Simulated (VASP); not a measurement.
A run of VASP 6.6.1 is set up as follows.

The input INCAR:

```
SYSTEM = Pd
ALGO = Normal
EDIFF = 1E-6
ENCUT = 520
GGA = PE
ISIF = 2
ISMEAR = -1
LASPH = .TRUE.
LCHARG = .FALSE.
LREAL = .FALSE.
LWAVE = .FALSE.
NBANDS = 11
NELM = 80
PREC = Accurate
SIGMA = 0.05
```

File KPOINTS:

```
k-points
0
G
  18 18 18
  0 0 0
```

File POSCAR:

```
Pd
1.0
    0.0000000000      1.9449000000      1.9060020000
    1.9449000000      0.0000000000      1.9060020000
    1.9449000000      1.9449000000      0.0000000000
Pd
1
Direct
    0.0000000000      0.0000000000      0.0000000000
```

Potentials or basis: VASP PAW PBE potentials, release 64 (Pd).

Command:

```console
$ cat potpaw_PBE.64/Pd/POTCAR > POTCAR
$ mpirun -np 1 vasp_std > vasp.out
```

**Question.** Predict the pressure.

**Answer.** 11.7 GPa.

**Question.** Predict the band gap on the k mesh.

**Answer.** Zero (band 5 reaches 10.54 eV, above the bottom of band 6 at 8.86 eV).

Stress tensor (GPa, compression positive):
```
11.30  0.00  0.00
 0.00 11.30  0.00
 0.00  0.00 12.51
```

Caveat: the cell differs from its parent crystal (zz strain of -2 %).
